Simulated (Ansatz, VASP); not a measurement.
# Ca: VASP beside Ansatz

File INCAR:

```
ALGO = Normal ; EDIFF = 1E-6
ENCUT = 520 ; GGA = PS
ISIF = 2 ; ISMEAR = -1
LASPH = True ; LCHARG = False
LREAL = False ; LWAVE = False
NBANDS = 11 ; NELM = 60
PREC = Accurate ; SIGMA = 0.05
```

Contents of KPOINTS:

```
k-points
0
Gamma
  11 11 11
```

File POSCAR:

```
Ca
1.0
    0.0279420000      2.8081710000      2.8081710000
    2.8081710000      0.0279420000      2.8081710000
    2.8081710000      2.8081710000      0.0279420000
Ca
1
Direct
    0.0000000000      0.0000000000      0.0000000000
```

Input for Ansatz:

```yaml
crystal:
  lattice:
    - [0.027942, 2.808171, 2.808171]
    - [2.808171, 0.027942, 2.808171]
    - [2.808171, 2.808171, 0.027942]
  atoms:
    - { symbol: Ca, position: [0.0, 0.0, 0.0] }
kpoints:
  mp_grid: { grid: [11, 11, 11] }
  band_path:
    path:
      - [0.0, 0.0, 0.0]
      - [0.5, 0.5, 0.5]
      - [0.247543133, 0.5, 0.752456867]
      - [-0.247543133, 0.247543133, 0.5]
      - [0.0, 0.0, 0.5]
      - [0.0, 0.0, 0.0]
      - [-0.3737715665, 0.0, 0.3737715665]
      - [0.0, 0.3737715665, 0.6262284335]
      - [0.0, 0.5, 0.5]
    npoints: 5
scf:
  occupations: { method: fermi_dirac, width: 0.05 }
hamiltonian:
  xc: pbesol
  pseudopotentials: { kind: all_electron, lapw: { basis_error: 0.001 } }
output:
  forces: true
  stress: true
  eigenvalues: true
```

Change from the starting cell: equal xy, yz and zx shear strains of +1 %.

Alike in both runs: task single point; functional PBEsol; k mesh 11 × 11 × 11; occupations fermi-dirac, width 0.05 eV; no spin polarisation.

|  | VASP | Ansatz |
| --- | --- | --- |
| version | VASP 6.6.1 | Ansatz 0.2.0 |
| potentials or method | VASP PAW PBE potentials, release 64 (Ca_sv), cutoff 520 eV | all-electron LAPW, scalar-relativistic |

|  | VASP | Ansatz | Ansatz less VASP |
| --- | --- | --- | --- |
| pressure (GPa) | -1.2 | -1.2 | +0.01 |
| traceless stress, the component that is largest in VASP (GPa) | -0.14 | -0.14 | 0.000 |

VASP's potentials were made for PBE, not for PBEsol. Ansatz ran all-electron here, and VASP with PAW potentials.
